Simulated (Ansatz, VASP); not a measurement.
# Two plane-wave programs on Co5Ru

File INCAR:

```
ALGO = Normal
EDIFF = 1E-7
ENCUT = 520
GGA = PE
ISIF = 2
ISMEAR = 0
ISPIN = 2
LASPH = True
LCHARG = False
LMAXMIX = 4
LORBIT = 11
LREAL = False
LWAVE = False
MAGMOM = 3 3 3 3 3 0
NBANDS = 42
NELM = 150
PREC = Accurate
SIGMA = 0.1
```

Contents of KPOINTS:

```
k-points
0
Gamma
  6 6 4
```

POSCAR

```
Co5Ru
1.0
    4.3472457800      0.0000000000      0.0000000000
   -2.1736228900      3.7648252800      0.0000000000
    0.0000000000      0.0000000000      4.0132665400
Co Ru
5 1
Direct
    0.6666666700      0.3333333300      0.0000000000
    0.3333333300      0.6666666700      0.0000000000
    0.0000000000      0.3333333300      0.5000000000
    0.6666666700      0.6666666700      0.5000000000
    0.3333333300      0.0000000000      0.5000000000
    0.0000000000      0.0000000000      0.0000000000
```

Input for Ansatz:

```yaml
crystal:
  lattice:
    - [4.34724578, 0.0, 0.0]
    - [-2.17362289, 3.76482528, 0.0]
    - [0.0, 0.0, 4.01326654]
  atoms:
    - { symbol: Co, position: [0.66666667, 0.33333333, 0.0], spin: 3.0 }
    - { symbol: Co, position: [0.33333333, 0.66666667, 0.0], spin: 3.0 }
    - { symbol: Co, position: [0.0, 0.33333333, 0.5], spin: 3.0 }
    - { symbol: Co, position: [0.66666667, 0.66666667, 0.5], spin: 3.0 }
    - { symbol: Co, position: [0.33333333, 0.0, 0.5], spin: 3.0 }
    - { symbol: Ru, position: [0.0, 0.0, 0.0] }
basis:
  ecutwfc: 420
kpoints:
  mp_grid: { grid: [6, 6, 4] }
hamiltonian:
  xc: pbe
scf:
  occupations: { method: gaussian, width: 0.1 }
  lower_state_search: "off"
output:
  forces: true
  stress: true
  eigenvalues: true
  populations: true
magnetization:
  spin_polarized: true
```

Alike in both runs: task single point; functional PBE; k mesh 6 × 6 × 4; occupations gaussian, width 0.1 eV; collinear spin.

```csv
,VASP,Ansatz
version,VASP 6.6.1,Ansatz 0.2.0
potentials or method,"VASP PAW PBE potentials, release 64 (Co, Ru_pv), cutoff 520 eV","scalar-relativistic, plane waves, PAW"
valence electrons in the cell,59,101
```

```tsv
	VASP	Ansatz	Ansatz less VASP
gap on the k mesh at the Fermi level (eV)	none	none	-
pressure (GPa)	6.9	7.7	+0.83
traceless stress, the component that is largest in VASP (GPa)	1.19	1.18	-0.017
rms of the force components (eV/Å)	0.208	0.209	+0.0011
net moment per atom (μB)	1.08	1.09	+0.009
size of the moment on the site where the two differ most (μB)	1.40	1.45	+0.054
```

Site moments also hang on the region over which each program counts them. Atom by atom the forces differ by 0.001 eV/Å (rms over components). A gap of «none» marks a metal or a gap that the smearing closes. VASP's potentials hold 59 valence electrons a cell and Ansatz's 101, so a difference there can come from the potentials and not from the codes.

The k mesh is coarse, so the values compare programs but aren't converged.
